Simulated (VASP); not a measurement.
Wanted: the native input for a VASP 6.6.1 run.

| Item | Value |
| --- | --- |
| Task | single point |
| Functional | PBEsol |
| Potentials or basis | VASP PAW PBE potentials, release 64 (Pb_d, O) |
| Cutoff | 600 eV |
| k mesh | 6 × 6 × 6 |
| Occupations | methfessel-paxton, width 0.001 eV |
| Spin | no spin polarisation |
| Dipole correction | no |
| Further INCAR settings | ALGO = Normal; EDIFF = 1e-06; NBANDS = 17 |

The structure of PbO lies in POSCAR:

```
PbO
1.0
    0.0000000000      2.7987768025      2.7987768025
    2.7987768025      0.0000000000      2.7987768025
    2.7987768025      2.7987768025      0.0000000000
Pb O
1 1
Direct
    0.0000000000      0.0000000000      0.0000000000
    0.2500000000      0.2500000000      0.2500000000
```

One way to write it, as run:

INCAR

```
  ALGO = Normal
  EDIFF = 1E-6
  ENCUT = 600
  GGA = PS
  GGA_COMPAT = False
  ISIF = 2
  ISMEAR = 1
  LASPH = True
  LCHARG = True
  LELF = True
  LREAL = False
  LVHAR = True
  LWAVE = False
  NBANDS = 17
  NELM = 120
  PREC = Accurate
  SIGMA = 0.001
```

KPOINTS

```
k-points
0
Gamma
  6 6 6
```

Potentials or basis: VASP PAW PBE potentials, release 64 (Pb_d, O).

Command:

```sh
$ cat potpaw_PBE.64/Pb_d/POTCAR potpaw_PBE.64/O/POTCAR > POTCAR
$ mpirun -np 1 vasp_std > vasp.out
```

It gave:

- Pressure: -0.9 GPa
- Band gap on the k mesh: 0.39 eV (least direct gap 0.54 eV)

Caveat: the structure was generated, so it needn't be the stable form of PbO; the PAW data sets were made with another functional, which shifts forces and pressure a little; spin-orbit coupling is left out, which moves the levels of the heavy elements.

Run time: 12 s on 1 thread of Intel(R) Xeon(R) Platinum 8488C (Sapphire Rapids), on a shared host, peak memory 0.18 GiB.
